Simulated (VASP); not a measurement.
Input of a VASP 6.6.1 run:

Contents of INCAR:

```
SYSTEM = KF
PREC = Accurate ; ENCUT = 520
EDIFF = 1E-6 ; ISMEAR = -1
SIGMA = 0.03 ; LREAL = .FALSE.
LASPH = .TRUE. ; NELM = 80
ALGO = Normal ; ISIF = 2
LWAVE = .FALSE. ; LCHARG = .TRUE.
GGA = PS ; LELF = .TRUE.
LVHAR = .TRUE. ; NBANDS = 24
```

File KPOINTS:

```
Automatic mesh
0
G
  6 6 4
  0 0 0
```

Contents of POSCAR:

```
KF
1.0
    4.4650273624      0.0000000000      0.0000000000
   -2.2325136812      3.8668271244      0.0000000000
    0.0000000000      0.0000000000      5.2611400885
K F
2 2
Direct
    0.3333333333      0.6666666667     -0.0625031413
    0.6666666667      0.3333333333      0.4374968587
    0.3333333333      0.6666666667      0.4375031413
    0.6666666667      0.3333333333      0.9375031413
```

Potentials or basis: VASP PAW PBE potentials, release 64 (K_sv, F).

Launch:

```console
$ cat potpaw_PBE.64/K_sv/POTCAR potpaw_PBE.64/F/POTCAR > POTCAR
$ mpirun -np 1 vasp_std > vasp.out
```

(1) What does it give for the band gap on the k mesh?

(2) What does it give for the pressure?

Answers

(1) 5.44 eV.

(2) 0.1 GPa.

Caveat: the structure was generated, so it needn't be the stable form of KF; the PAW data sets were made with another functional, which shifts forces and pressure a little.
